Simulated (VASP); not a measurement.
Runs of VASP 6.6.1 on Al. Symmetry: Fm-3m, No. 225, cubic system. Conventional cell: a = 4.050 Å, b = 4.050 Å, c = 4.050 Å, α = 90.00°, β = 90.00°, γ = 90.00°. Al (site symmetry m-3m) has 12 Al at 2.86 Å within 3.8 Å. 

```tsv
k mesh	gap on the mesh (eV)	pressure (GPa)
5 × 5 × 5	none	0.9
9 × 9 × 9	none	-0.3
6 × 6 × 6	none	(a)
7 × 7 × 7	none	-0.8
4 × 4 × 4	none	(b)
```

Alike in all rows: task single point; level PBE; potentials or basis VASP PAW PBE potentials, release 64 (Al); no spin polarisation; cell as given; cutoff (eV) 500; smearing fermi-dirac 0.15 eV.

Q: Fill in the values left out.

A: (a) -0.2; (b) 0.4.

Caveats: some runs use coarse meshes.

A gap of «none» marks levels without a gap at the run's occupations.
